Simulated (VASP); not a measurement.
Crystal: RbAgS2.

```
Rb Ag S
1.0
     4.81146    0.00000    0.00000
    -2.40573    4.16684    0.00000
     0.00000    0.00000    6.26415
Rb Ag S
1 1 2
Direct
  0.00000 0.00000 0.00000
  0.00000 0.00000 0.50000
  0.33333 0.66667 0.00000
  0.66667 0.33333 0.00000
```

- Program: VASP 6.6.1
- Task: relaxation of cell and atoms
- Functional: PBE
- Potentials or basis: VASP PAW PBE potentials, release 64 (Rb_sv, Ag, S)
- Cutoff: 600 eV
- k mesh: 6 × 6 × 4
- Occupations: gaussian, width 0.1 eV
- Spin: no spin polarisation

At the start: pressure 6.3 GPa; volume 31.40 Å³/atom.

Task: Where does the relaxation end?

Result: Over 8 steps the energy falls by 149.5 meV/atom and the volume is 41.09 Å³/atom (+30.9 %); space group P6/mmm (No. 191, to 0.05 Å).

The path:
```
step  energy change (eV)  largest force (eV/Å)  pressure (GPa)  volume (Å³)
   1              0.0000                0.0000            6.32       125.59
   2             -0.5728                0.0000            0.71       149.22
   3             -0.5804                0.0000            0.01       155.07
   4             -0.5817                0.0000            0.18       153.45
   5             -0.5816                0.0000            0.25       152.86
   6             -0.5862                0.0000            0.22       154.02
   7             -0.5953                0.0000            0.14       157.48
   8             -0.5980                0.0000            0.04       164.38
```

Final structure:
```
Rb Ag S
1.0
     5.26500    0.00000    0.00000
    -2.63250    4.55962    0.00000
     0.00000    0.00000    6.84730
Rb Ag S
1 1 2
Cartesian
  0.0000 0.0000 6.8473
  0.0000 0.0000 3.4236
  0.0000 3.0397 0.0000
  2.6325 1.5199 6.8473
```

Caveat: the volume moved by over 15 % at a fixed basis, so the end points are rough.
